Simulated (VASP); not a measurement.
# AlNi in VASP: further runs

Runs on AlNi. Level: r2SCAN. Tasks: single point.

Program: VASP 6.6.1. These are calculated values, not measurements. Logs are shortened: lines on timing, memory, paths and dates and some standing lists are left out, and cuts for length are marked.

### Step 1. The cell of the first run

The structure is tetragonal, space group P4/mmm (No. 123). Conventional cell: a = 2.774 Å, b = 2.774 Å, c = 2.995 Å, α = 90.00°, β = 90.00°, γ = 90.00°. Within 3.3 Å of Al (site symmetry 4/mmm) lie 8 Ni at 2.47 Å and 6 Al at 2.77 to 3.00 Å. Ni (site symmetry 4/mmm) has 8 Al at 2.47 Å and 6 Ni at 2.77 to 3.00 Å within 3.3 Å.

### Step 2. Single point, r2SCAN (biaxial strain in the a-b plane: -3.0 %, then relaxed in part)

POSCAR reads:

```
AlNi
1.0
    2.7741341837      0.0000000000      0.0000000000
    0.0000000000      2.7741341837      0.0000000000
    0.0000000000      0.0000000000      2.9952968008
Al Ni
1 1
Direct
    0.0000000000      0.0000000000      0.0000000000
    0.5000000000      0.5000000000      0.5000000000
```

INCAR.step1 reads:

```
PREC = Accurate ; ENCUT = 520
ISMEAR = 0 ; SIGMA = 0.1
LREAL = False ; LASPH = True
NELM = 100 ; NBANDS = 14
GGA = PE ; ALGO = Normal
EDIFF = 1E-4 ; LWAVE = True
LCHARG = False
```

INCAR.step2 reads:

```
PREC = Accurate ; ENCUT = 520
EDIFF = 1E-6 ; ISMEAR = 0
SIGMA = 0.1 ; LREAL = False
LASPH = True ; NELM = 100
ALGO = Normal ; ISIF = 2
LWAVE = False ; LCHARG = False
METAGGA = R2SCAN ; LMIXTAU = True
NBANDS = 14 ; ISTART = 1
```

KPOINTS reads:

```
regular mesh
0
Gamma
  18 18 18
```

Potentials or basis: VASP PAW PBE potentials, release 64 (Al, Ni).

Run with:

```bash
> cat potpaw_PBE.64/Al/POTCAR potpaw_PBE.64/Ni/POTCAR > POTCAR
> cp INCAR.step1 INCAR
> mpirun -np 1 vasp_std > vasp.out
> cp INCAR.step2 INCAR
> mpirun -np 1 vasp_std > vasp.out
```

OUTCAR:

```text
PREC = Accurate
   ENCUT = 520
   EDIFF = 1E-6
   ISMEAR = 0
   LREAL = False
   LASPH = True
   NELM = 100
   ISIF = 2
   METAGGA = R2SCAN
   ISTART = 1

 ion  position               nearest neighbor table
   1  0.000  0.000  0.000-   2 2.47   2 2.47   2 2.47   2 2.47   2 2.47   2 2.47   2 2.47   2 2.47

   2  0.500  0.500  0.500-   1 2.47   1 2.47   1 2.47   1 2.47   1 2.47   1 2.47   1 2.47   1 2.47

  LATTYP: Found a simple tetragonal cell.
 ALAT       =     2.7741341837
 C/A-ratio  =     1.0797231145

  Lattice vectors:

 A1 = (   2.7741341837,   0.0000000000,   0.0000000000)
 A2 = (   0.0000000000,   2.7741341837,   0.0000000000)
 A3 = (   0.0000000000,   0.0000000000,   2.9952968008)

Analysis of symmetry for initial positions (statically):
=====================================================================
 Subroutine PRICEL returns:
 Original cell was already a primitive cell.

 Routine SETGRP: Setting up the symmetry group for a
 simple tetragonal supercell.

 Subroutine GETGRP returns: Found 16 space group operations
 (whereof 16 operations were pure point group operations)
 out of a pool of 16 trial point group operations.

The static configuration has the point symmetry D_4h.

Analysis of symmetry for dynamics (positions and initial velocities):
=====================================================================
 Subroutine PRICEL returns:
 Original cell was already a primitive cell.

 Routine SETGRP: Setting up the symmetry group for a
 simple tetragonal supercell.

 Subroutine GETGRP returns: Found 16 space group operations
 (whereof 16 operations were pure point group operations)
 out of a pool of 16 trial point group operations.

The dynamic configuration has the point symmetry D_4h.

 Subroutine INISYM returns: Found 16 space group operations
 (whereof 16 operations are pure point group operations),
 and found     1 'primitive' translations

----------------------------------------------------------------------------------------

                                     Primitive cell

  volume of cell :      23.0513

  direct lattice vectors                    reciprocal lattice vectors
     2.774134184  0.000000000  0.000000000     0.360472830  0.000000000  0.000000000
     0.000000000  2.774134184  0.000000000     0.000000000  0.360472830  0.000000000
     0.000000000  0.000000000  2.995296801     0.000000000  0.000000000  0.333856732

[... 92 lines left out ...]
   TEBEG  =    0.0;   TEEND  =   0.0 temperature during run
   PSTRESS=    0.0 pullay stress
   NELECT =      13.0000    total number of electrons
   NUPDOWN=      -1.0000    fix difference up-down
   EMIN   =  10.00;   EMAX   =-10.00  energy-range for DOS
   EFERMI =   0.00;   METHOD = LEGACY
   ISMEAR =     0;   SIGMA  =   0.10  broadening in eV -4-tet -1-fermi 0-gaus
   EFERMI_NEDOS =   21; number of points for ismear=-14 and -15
   IALGO  =     38    algorithm
   IMIX   =      4    mixing-type and parameters
     AMIX     =   0.40;   BMIX     =  1.00
     AMIX_MAG =   1.60;   BMIX_MAG =  1.00
  volume/ion in A,a.u.               =      11.53        77.78
  Fermi-wavevector in a.u.,A,eV,Ry     =   1.352564  2.555975 24.890882  1.829428
  Thomas-Fermi vector in A             =   2.479892
   LORBIT       =      0    0 simple, 1 ext, 2 COOP (PROOUT), +10 PAW based schemes
   METAGGA = R2SCAN    functional components
   LHFCALC =     F    Hartree Fock is set to
   AEXX    =    0.0000 exact exchange contribution
   IVDW    =     0    specifies the selected vdW correction
   LEPSILON=     F    determine dielectric tensor
   LRPA    =     F    only Hartree local field effects (RPA)
 non-spin polarized calculation
 Gauss-broadening in eV      SIGMA  =   0.10
  energy-cutoff  :      520.00
  volume of cell :       23.05
 maximum number of plane-waves:       640
 NGX is ok and might be reduce to    24
   NGX = 11   NGY = 11   NGZ = 11

 number of electron      12.9999993 magnetization

 Free energy of the ion-electron system (eV)
  ---------------------------------------------------
  ext. energy  EPLUGINS =         0.00000000
  ---------------------------------------------------
  free energy    TOTEN  =       -20.04528170 eV

  energy without entropy =      -20.04164140  energy(sigma->0) =      -20.04346155

 E-fermi :  10.3751     XC(G=0): -13.2073

 val. band max:       10.3726169401   @ k =   0.5000   0.3889   0.3333
 cond. band min:      10.3864627884   @ k =   0.3889   0.3333   0.1111
 fundamental gap:      0.0138458483
 Fermi energy:        10.3750852334

 k-point     1 :       0.0000    0.0000    0.0000
  band No.  band energies     occupation
      1      -1.6203      2.00000
      2       6.7737      2.00000
      3       6.9017      2.00000
      4       8.6508      2.00000
      5       8.6508      2.00000
      6       8.8303      2.00000
      7      14.5364      0.00000
      8      17.4615      0.00000
      9      17.4615      0.00000
     10      18.3237      0.00000
     11      19.2403      0.00000
     12      26.3390      0.00000
     13      32.3062      0.00000
     14      32.3062      0.00000
[... 377 lines left out ...]
      1       0.8751      2.00000
      2       5.9820      2.00000
      3       7.2954      2.00000
      4       7.8709      2.00000
      5       8.1611      2.00000
      6       8.6184      2.00000
      7      10.6572      0.00007
      8      17.1618      0.00000
      9      17.6492      0.00000
     10      19.9976      0.00000
     11      24.1407      0.00000
     12      24.1862      0.00000
     13      25.9664      0.00000
     14      28.0883      0.00000

 [... further k-points ...]

------------------------ aborting loop because EDIFF is reached ----------------------------------------

  FORCE on cell =-STRESS in cart. coord.  units (eV):
  Direction    XX          YY          ZZ          XY          YZ          ZX
  --------------------------------------------------------------------------------------
  -------------------------------------------------------------------------------------
  Total        0.7646105      0.7646105     -0.0445820      0.0000000      0.0000000      0.0000000
  in kB       53.1442181     53.1442181     -3.0986677      0.0000000      0.0000000      0.0000000
  external PRESSURE =      34.3965895 kB  Pullay stress =       0.0000000 kB

 VOLUME and BASIS-vectors are now :
 -----------------------------------------------------------------------------
  energy-cutoff  :      520.00
  volume of cell :       23.05
      direct lattice vectors                 reciprocal lattice vectors
     2.774134184  0.000000000  0.000000000     0.360472830  0.000000000  0.000000000
     0.000000000  2.774134184  0.000000000     0.000000000  0.360472830  0.000000000
     0.000000000  0.000000000  2.995296801     0.000000000  0.000000000  0.333856732

 POSITION                                       TOTAL-FORCE (eV/Angst)
 -----------------------------------------------------------------------------------
      0.00000      0.00000      0.00000         0.000000      0.000000      0.000000
      1.38707      1.38707      1.49765         0.000000      0.000000      0.000000
 -----------------------------------------------------------------------------------
    total drift:                                0.000000      0.000000     -0.000000

  FREE ENERGIE OF THE ION-ELECTRON SYSTEM (eV)
  ---------------------------------------------------
  free  energy   TOTEN  =       -20.0452817036 eV

  energy  without entropy=      -20.0416414032  energy(sigma->0) =      -20.04346155
```

Run time: 8.9 min. Hardware: 1 thread of Intel Xeon 8259CL, shared host; peak memory 0.3 GiB.

What came out:

```
Free energy            : -20.0453 eV
Pressure               : 3.4 GPa
Band gap on the k mesh : zero (an odd number of electrons rules out a gap without spin polarisation)
```

Levels at points of the mesh, in eV from the Fermi level:
| k point | band 3 | band 4 | band 5 | band 6 | band 7 | band 8 | band 9 | band 10 | band 11 | band 12 |
| --- | --- | --- | --- | --- | --- | --- | --- | --- | --- | --- |
| (0.00, 0.00, 0.00) | -3.47 | -1.72 | -1.72 | -1.54 | 4.16 | 7.09 | 7.09 | 7.95 | 8.87 | 15.96 |
| (0.50, 0.00, 0.00) | -2.95 | -2.74 | -2.30 | -1.61 | -0.45 | 8.53 | 9.09 | 10.74 | 11.80 | 13.15 |
| (0.50, 0.50, 0.00) | -2.81 | -2.81 | -2.48 | -2.48 | -0.93 | 2.14 | 3.39 | 12.45 | 15.02 | 15.02 |
| (0.00, 0.00, 0.50) | -3.06 | -2.28 | -2.28 | -1.49 | -1.08 | 8.74 | 11.51 | 11.51 | 12.29 | 12.29 |
| (0.50, 0.00, 0.50) | -3.57 | -3.17 | -2.20 | -2.10 | -1.19 | 1.49 | 2.64 | 14.48 | 16.34 | 17.15 |
| (0.50, 0.50, 0.50) | -4.45 | -1.17 | -0.91 | 1.90 | 2.11 | 2.11 | 4.52 | 4.52 | 4.84 | 5.36 |

Caveat: the cell differs from its parent crystal (biaxial strain in the a-b plane: -3.0 %, then relaxed in part); the stress differs along the axes, from -0 to 5 GPa; the PAW data sets were made with another functional, which shifts forces and pressure a little.

[end of part 1 of 2]

The gap in the log of VASP goes by the Fermi energy; the results here count the filled bands.